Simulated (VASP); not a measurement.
# Ir (Fm-3m) in VASP: a series of runs

Runs on Ir. Level: LDA. Tasks: single point, relaxation of volume and atoms at fixed shape.

Everything below comes from runs of VASP 6.6.1. Logs are shortened: lines on timing, memory, paths and dates and some standing lists are left out, and cuts for length are marked.

## (1) The cell of the first run

The structure is cubic, space group Fm-3m (No. 225). The conventional cell has a = 3.811 Å, b = 3.811 Å, c = 3.811 Å, α = 90.00°, β = 90.00°, γ = 90.00°. Within 3.6 Å of Ir (site symmetry m-3m) lie 12 Ir at 2.69 Å.

## (2) Single point, LDA

Input file INCAR:

```
SYSTEM = Ir
ALGO = Normal
EDIFF = 1E-6
ENCUT = 500
GGA = CA
GGA_COMPAT = .False.
ISIF = 2
ISMEAR = -1
LASPH = .True.
LCHARG = .False.
LREAL = .False.
LWAVE = .False.
NBANDS = 10
NELM = 120
PREC = Accurate
SIGMA = 0.05
```

Input file KPOINTS:

```
k-points
0
Gamma
  10 10 10
  0 0 0
```

Input file POSCAR:

```
Ir
1.0
    0.0000000000      1.9055881805      1.9055881805
    1.9055881805      0.0000000000      1.9055881805
    1.9055881805      1.9055881805      0.0000000000
Ir
1
Direct
    0.0000000000      0.0000000000      0.0000000000
```

Potentials or basis: VASP PAW LDA potentials, release 64 (Ir).

On the command line:

```bash
$ cat potpaw_LDA.64/Ir/POTCAR > POTCAR
$ mpirun -np 1 vasp_std > vasp.out
```

OUTCAR:

```text
SYSTEM = Ir
   EDIFF = 1E-6
   ENCUT = 500
   GGA = CA
   ISIF = 2
   ISMEAR = -1
   LASPH = .True.
   LREAL = .False.
   NELM = 120
   PREC = Accurate

 ion  position               nearest neighbor table
   1  0.000  0.000  0.000-

  LATTYP: Found a face centered cubic cell.
 ALAT       =     3.8111763610

  Lattice vectors:

 A1 = (   0.0000000000,   1.9055881805,   1.9055881805)
 A2 = (   1.9055881805,   0.0000000000,   1.9055881805)
 A3 = (   1.9055881805,   1.9055881805,   0.0000000000)

Analysis of symmetry for initial positions (statically):
=====================================================================
 Subroutine PRICEL returns:
 Original cell was already a primitive cell.

 Routine SETGRP: Setting up the symmetry group for a
 face centered cubic supercell.

 Subroutine GETGRP returns: Found 48 space group operations
 (whereof 48 operations were pure point group operations)
 out of a pool of 48 trial point group operations.

The static configuration has the point symmetry O_h .

Analysis of symmetry for dynamics (positions and initial velocities):
=====================================================================
 Subroutine PRICEL returns:
 Original cell was already a primitive cell.

 Routine SETGRP: Setting up the symmetry group for a
 face centered cubic supercell.

 Subroutine GETGRP returns: Found 48 space group operations
 (whereof 48 operations were pure point group operations)
 out of a pool of 48 trial point group operations.

The dynamic configuration has the point symmetry O_h .

 Subroutine INISYM returns: Found 48 space group operations
 (whereof 48 operations are pure point group operations),
 and found     1 'primitive' translations

----------------------------------------------------------------------------------------

                                     Primitive cell

  volume of cell :      13.8394

  direct lattice vectors                    reciprocal lattice vectors
     0.000000000  1.905588180  1.905588180    -0.262386178  0.262386178  0.262386178
     1.905588180  0.000000000  1.905588180     0.262386178 -0.262386178  0.262386178
     1.905588180  1.905588180  0.000000000     0.262386178  0.262386178 -0.262386178

  length of vectors
     2.694908649  2.694908649  2.694908649     0.454466192  0.454466192  0.454466192

  position of ions in fractional coordinates (direct lattice)
[... 79 lines left out ...]
   EDIFFG = 0.1E-04   stopping-criterion for IOM
   NSW    =      0    number of steps for IOM
   IBRION =     -1    ionic relax: 0-MD 1-quasi-New 2-CG
   NFREE  =      0    steps in history (QN), initial steepest desc. (CG)
   ISIF   =      2    stress and relaxation
   ISYM   =      2    0-nonsym 1-usesym 2-fastsym
   POTIM  = 0.5000    time-step for ionic-motion
   TEBEG  =    0.0;   TEEND  =   0.0 temperature during run
   PSTRESS=    0.0 pullay stress
   NELECT =       9.0000    total number of electrons
   NUPDOWN=      -1.0000    fix difference up-down
   EMIN   =  10.00;   EMAX   =-10.00  energy-range for DOS
   EFERMI =   0.00;   METHOD = LEGACY
   ISMEAR =    -1;   SIGMA  =   0.05  broadening in eV -4-tet -1-fermi 0-gaus
   EFERMI_NEDOS =   21; number of points for ismear=-14 and -15
   IALGO  =     38    algorithm
   IMIX   =      4    mixing-type and parameters
     AMIX     =   0.40;   BMIX     =  1.00
     AMIX_MAG =   1.60;   BMIX_MAG =  1.00
  volume/ion in A,a.u.               =      13.84        93.39
  Fermi-wavevector in a.u.,A,eV,Ry     =   1.418350  2.680292 27.371052  2.011716
  Thomas-Fermi vector in A             =   2.539484
   LORBIT       =      0    0 simple, 1 ext, 2 COOP (PROOUT), +10 PAW based schemes
   GGA     = CA    functional components
   LHFCALC =     F    Hartree Fock is set to
   AEXX    =    0.0000 exact exchange contribution
   IVDW    =     0    specifies the selected vdW correction
   LEPSILON=     F    determine dielectric tensor
   LRPA    =     F    only Hartree local field effects (RPA)
 non-spin polarized calculation
  energy-cutoff  :      500.00
  volume of cell :       13.84
 maximum number of plane-waves:       364
   NGX =  9   NGY =  9   NGZ =  9

 number of electron       9.0000001 magnetization

 Free energy of the ion-electron system (eV)
  ---------------------------------------------------
  ext. energy  EPLUGINS =         0.00000000
  ---------------------------------------------------
  free energy    TOTEN  =       -10.33231262 eV

  energy without entropy =      -10.32350534  energy(sigma->0) =      -10.32790898

 E-fermi :  10.7778     XC(G=0): -14.2667

 val. band max:       10.7521128528   @ k =  -0.3000   0.3000   0.1000
 cond. band min:      10.8042737327   @ k =  -0.4000   0.5000   0.1000
 fundamental gap:      0.0521608799
 Fermi energy:        10.7777658224

 k-point     1 :       0.0000    0.0000    0.0000
  band No.  band energies     occupation
      1      -0.6413      2.00000
      2       6.6489      2.00000
      3       6.6489      2.00000
      4       6.6489      2.00000
      5       9.4791      2.00000
      6       9.4791      2.00000
      7      24.9950      0.00000
      8      30.6734      0.00000
      9      30.6734      0.00000
     10      30.6734      0.00000
[... 287 lines left out ...]
 k-point    24 :       0.4000    0.3000    0.0000
  band No.  band energies     occupation
      1       3.1716      2.00000
      2       3.8786      2.00000
      3       7.9732      2.00000
      4       9.8073      2.00000
      5      11.5191      0.00000
      6      11.5460      0.00000
      7      23.7460      0.00000
      8      25.9997      0.00000
      9      27.0615      0.00000
     10      32.0308      0.00000

 [... further k-points ...]

------------------------ aborting loop because EDIFF is reached ----------------------------------------

  FORCE on cell =-STRESS in cart. coord.  units (eV):
  Direction    XX          YY          ZZ          XY          YZ          ZX
  --------------------------------------------------------------------------------------
  -------------------------------------------------------------------------------------
  Total        0.2252218      0.2252218      0.2252218      0.0000000     -0.0000000      0.0000000
  in kB       26.0737732     26.0737732     26.0737732      0.0000000     -0.0000000      0.0000000
  external PRESSURE =      26.0737732 kB  Pullay stress =       0.0000000 kB

 VOLUME and BASIS-vectors are now :
 -----------------------------------------------------------------------------
  energy-cutoff  :      500.00
  volume of cell :       13.84
      direct lattice vectors                 reciprocal lattice vectors
     0.000000000  1.905588180  1.905588180    -0.262386178  0.262386178  0.262386178
     1.905588180  0.000000000  1.905588180     0.262386178 -0.262386178  0.262386178
     1.905588180  1.905588180  0.000000000     0.262386178  0.262386178 -0.262386178

 POSITION                                       TOTAL-FORCE (eV/Angst)
 -----------------------------------------------------------------------------------
      0.00000      0.00000      0.00000        -0.000000     -0.000000      0.000000
 -----------------------------------------------------------------------------------
    total drift:                                0.000000     -0.000000     -0.000000

  FREE ENERGIE OF THE ION-ELECTRON SYSTEM (eV)
  ---------------------------------------------------
  free  energy   TOTEN  =       -10.3323126189 eV

  energy  without entropy=      -10.3235053446  energy(sigma->0) =      -10.32790898
```

Run time: 6.8 s. Hardware: 1 thread of Intel Xeon Platinum 8259CL at 2.50GHz (Skylake/Cascade Lake), shared host; peak memory 0.12 GiB.

Results:

* Free energy: -10.3323 eV
* Pressure: 2.6 GPa
* Band gap on the k mesh: zero (an odd number of electrons rules out a gap without spin polarisation)

Levels at points of the mesh, in eV from the Fermi level:
| k point | band 2 | band 3 | band 4 | band 5 | band 6 | band 7 |
| --- | --- | --- | --- | --- | --- | --- |
| (0.00, 0.00, 0.00) | -4.13 | -4.13 | -4.13 | -1.30 | -1.30 | 14.22 |
| (0.50, 0.00, 0.00) | -4.22 | -4.22 | -0.85 | 0.86 | 0.86 | 7.42 |
| (0.50, 0.50, 0.00) | -7.69 | 0.86 | 1.45 | 1.45 | 1.66 | 10.75 |

Caveat: spin-orbit coupling is left out, which moves the levels of the heavy elements.

## (3) Relaxation of volume and atoms at fixed shape, LDA

This run uses another cell than the first one, of 14.06 Å³/atom.

Input file INCAR:

```
SYSTEM = Ir
ALGO = Normal
EDIFF = 1E-7
EDIFFG = -0.02
ENCUT = 500
GGA_COMPAT = .False.
IBRION = 2
ISIF = 8
ISMEAR = -1
LASPH = .True.
LCHARG = .False.
LREAL = .False.
LWAVE = .False.
NELM = 120
NELMIN = 4
NSW = 60
PREC = Accurate
SIGMA = 0.05
```

KPOINTS is that of step 2.

Input file POSCAR:

```
Ir
1.0
    0.0000000000      1.9156000000      1.9156000000
    1.9156000000      0.0000000000      1.9156000000
    1.9156000000      1.9156000000      0.0000000000
Ir
1
Direct
    0.0000000000      0.0000000000      0.0000000000
```

Potentials or basis: VASP PAW LDA potentials, release 64 (Ir).

On the command line:

```bash
$ cat potpaw_LDA.64/Ir/POTCAR > POTCAR
$ mpirun -np 1 vasp_std > vasp.out
```

Wall time 11 s (1 thread of Intel Xeon Platinum 8259CL at 2.50GHz (Skylake/Cascade Lake), shared host); peak memory 0.12 GiB.

Results (log left out):

* Free energy: -10.3332 eV
* Relaxed volume: 13.93 Å³/atom
* Relaxed cell: a = 2.701 Å, b = 2.701 Å, c = 2.701 Å, α = 60.00°, β = 60.00°, γ = 60.00°
* Space group after relaxing (to 0.1 Å): Fm-3m (No. 225)
* Energy gained by relaxing: 1.5 meV/atom
* Ionic steps: 3
* Pressure after relaxing: -0.1 GPa
* Band gap on the k mesh: zero (an odd number of electrons rules out a gap without spin polarisation)

The path:
| step | energy change (eV) | largest force (eV/Å) | pressure (GPa) | volume (Å³) |
| --- | --- | --- | --- | --- |
| 1 | 0.0000 | 0.0000 | -3.72 | 14.06 |
| 2 | 0.0252 | 0.0000 | 17.06 | 13.41 |
| 3 | -0.0015 | 0.0000 | -0.07 | 13.93 |

Final structure:
```
Ir
1.0
     0.00000    1.90972    1.90972
     1.90972    0.00000    1.90972
     1.90972    1.90972    0.00000
Ir
1
Cartesian
  0.0000 0.0000 0.0000
```

Levels at points of the mesh, in eV from the Fermi level:
```
           k point  band 2  band 3  band 4  band 5  band 6  band 7
(0.00, 0.00, 0.00)   -4.09   -4.09   -4.09   -1.29   -1.29   14.23
(0.50, 0.00, 0.00)   -4.18   -4.18   -0.83    0.85    0.85    7.35
(0.50, 0.50, 0.00)   -7.62    0.84    1.43    1.43    1.66   10.66
```

Caveat: spin-orbit coupling is left out, which moves the levels of the heavy elements.
